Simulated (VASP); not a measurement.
Here is a VASP 6.6.1 calculation.

File INCAR:

```
ALGO     = Normal         # electronic algorithm
EDIFF    = 1E-6           # SCF threshold, eV
ENCUT    = 500            # plane-wave cutoff, eV
GGA      = PE             # functional
GGA_COMPAT= False        
ISIF     = 2              # what is computed and relaxed
ISMEAR   = -1             # smearing method
LASPH    = True           # aspherical terms in the spheres
LCHARG   = False          # write CHGCAR
LREAL    = False          # projectors in reciprocal space
LWAVE    = False          # write WAVECAR
NBANDS   = 15             # bands
NELM     = 120            # most SCF steps
PREC     = Accurate       # precision mode
SIGMA    = 0.05           # smearing width, eV
```

File KPOINTS:

```
k-points
0
Gamma
  9 9 6
```

File POSCAR:

```
CaB2
1.0
    3.2264302843      0.0000000000      0.0000000000
   -1.6132151421      2.7941705897      0.0000000000
    0.0000000000      0.0000000000      4.0673920000
Ca B
1 2
Direct
    0.0000000000      0.0000000000      0.0024585779
    0.6666666667      0.3333333333      0.5000000000
    0.3333333333      0.6666666667      0.5000000000
```

Potentials or basis: VASP PAW PBE potentials, release 64 (Ca_sv, B).

Command:

```console
$ cat potpaw_PBE.64/Ca_sv/POTCAR potpaw_PBE.64/B/POTCAR > POTCAR
$ mpirun -np 1 vasp_std > vasp.out
```

**Question.** Estimate the pressure.

**Answer.** -0.1 GPa.

**Question.** Estimate the largest force.

**Answer.** 0.072 eV/Å.

**Question.** What does it give for the band gap on the k mesh?

**Answer.** Zero (bands 8 and 9 overlap by 1.58 eV).

Forces on the atoms (eV/Å):
```
Ca   0.000  0.000 -0.072
B    0.000  0.000  0.036
B    0.000  0.000  0.036
```
